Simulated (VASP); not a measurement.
C, 16 atoms in the cell. The typed cell holds 16 atoms: a = 4.203 Å, b = 4.202 Å, c = 6.863 Å, α = 90.01°, β = 90.00°, γ = 109.48°. 

```yaml
Program: VASP 6.6.1
Task: single point
Functional: PBEsol
Potentials_or_basis: VASP PAW PBE potentials, release 64 (C)
Cutoff: 520 eV
k_mesh: 6 × 6 × 4
Occupations: gaussian, width 0.05 eV
Spin: no spin polarisation
Dipole_correction: no
Further_INCAR_settings: LREAL = Auto; ALGO = Normal; EDIFF = 1e-07; NBANDS = 46
```

Potentials or basis: VASP PAW PBE potentials, release 64 (C).

Command:

```sh
$ cat potpaw_PBE.64/C/POTCAR > POTCAR
$ mpirun -np 1 vasp_std > vasp.out
```

Hardware: 1 thread of Oxide Virtual Turin-like Processor, on a shared host.

Task: How long does it take, and how much memory?

Result: It took 9.6 min on 1 thread of Oxide Virtual Turin-like Processor, with other jobs on the host, peak memory 0.33 GiB. Counts: scf iterations 15, k points 76.
